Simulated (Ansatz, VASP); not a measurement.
## Two plane-wave programs on GaSb

File INCAR:

```
ALGO = Normal
EDIFF = 1E-6
ENCUT = 520
GGA = PE
ISIF = 2
ISMEAR = 0
LASPH = True
LCHARG = True
LELF = True
LREAL = False
LVHAR = True
LWAVE = False
NBANDS = 16
NELM = 100
PREC = Accurate
SIGMA = 0.15
```

Contents of KPOINTS:

```
k-points
0
Gamma
  18 18 18
```

File POSCAR:

```
GaSb
1.0
   -1.5488534236      2.5706004820      2.8560963288
    1.5488534236     -2.5706004820      2.8560963288
    1.5488534236      2.5706004820     -2.8560963288
Ga Sb
1 1
Direct
    0.0000000000      0.0000000000      0.0000000000
    0.5000000000      0.5000000000      0.0000000000
```

Input for Ansatz:

```yaml
crystal:
  lattice:
    - [-1.5488534236, 2.570600482, 2.8560963288]
    - [1.5488534236, -2.570600482, 2.8560963288]
    - [1.5488534236, 2.570600482, -2.8560963288]
  atoms:
    - { symbol: Ga, position: [0.0, 0.0, 0.0] }
    - { symbol: Sb, position: [0.5, 0.5, 0.0] }
basis:
  ecutwfc: 420
kpoints:
  mp_grid: { grid: [18, 18, 18] }
hamiltonian:
  xc: pbe
  pseudopotentials: { kind: paw, azcp: { folder: soft_1 } }
scf:
  occupations: { method: gaussian, width: 0.15 }
output:
  forces: true
  stress: true
  eigenvalues: true
  write_density: true
  write_potential: true
  elf: true
  volumetric_format: npy
```

Change from the starting cell: volume 22.743 Å^3 an atom, stretch along a over the lengths across it, relative to the relaxed cell 0.9736.

Alike in both runs: task single point; functional PBE; k mesh 18 × 18 × 18; occupations gaussian, width 0.15 eV; no spin polarisation.

|  | VASP | Ansatz |
| --- | --- | --- |
| version | VASP 6.6.1 | Ansatz 0.2.0 |
| potentials or method | VASP PAW PBE potentials, release 64 (Ga_d, Sb), cutoff 520 eV | scalar-relativistic, plane waves, PAW |
| valence electrons in the cell | 18 | 28 |

```tsv
	VASP	Ansatz	Ansatz less VASP
gap on the k mesh at the Fermi level (eV)	none	none	-
pressure (GPa)	3.4	3.3	-0.02
traceless stress, the component that is largest in VASP (GPa)	-1.41	-1.44	-0.027
```

A gap of «none» marks a metal or a gap that the smearing closes. With one functional, cell and mesh, what is left measures potentials, basis and numerics. VASP's potentials hold 18 valence electrons a cell and Ansatz's 28, so a difference there can come from the potentials and not from the codes.

Neither program's run includes spin-orbit coupling.
